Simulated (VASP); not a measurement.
## C: single point with PBE

Crystal: C.

```
C
1.0
     0.00000    1.80342    1.80342
     1.80342    0.00000    1.80342
     1.80342    1.80342    0.00000
C
2
Cartesian
  0.0000 0.0000 0.0000
  0.9017 0.9017 0.9017
```

This cell differs from its parent crystal: volume scaled by 1.03.

| Quantity | Value |
| --- | --- |
| Program | VASP 6.6.1 |
| Task | single point |
| Functional | PBE |
| Potentials or basis | VASP PAW PBE potentials, release 64 (C) |
| Cutoff | 520 eV |
| k mesh | 12 × 12 × 12 |
| Occupations | gaussian, width 0.02 eV |
| Spin | no spin polarisation |

```json
{
 "Pressure": "-11.5 GPa",
 "Band gap on the k mesh": "4.08 eV, indirect (least direct gap 5.50 eV)"
}
```

Levels at points of the mesh, in eV from the valence-band top:
```csv
k point,band 1,band 2,band 3,band 4,band 5,band 6,band 7,band 8,band 9
"(0.00, 0.00, 0.00)",-21.03,0.00,0.00,0.00,5.50,5.50,5.50,12.57,18.87
"(0.50, 0.00, 0.00)",-15.45,-13.01,-2.71,-2.71,8.32,8.32,8.40,15.38,21.42
"(0.50, 0.50, 0.00)",-12.53,-12.53,-6.10,-6.10,4.69,4.69,16.31,16.31,22.63
```

It took 5.3 s on 1 thread of Intel(R) Xeon(R) Platinum 8559C (Emerald Rapids), with other jobs on the host, peak memory 0.12 GiB.

 A k mesh can miss the band edges.
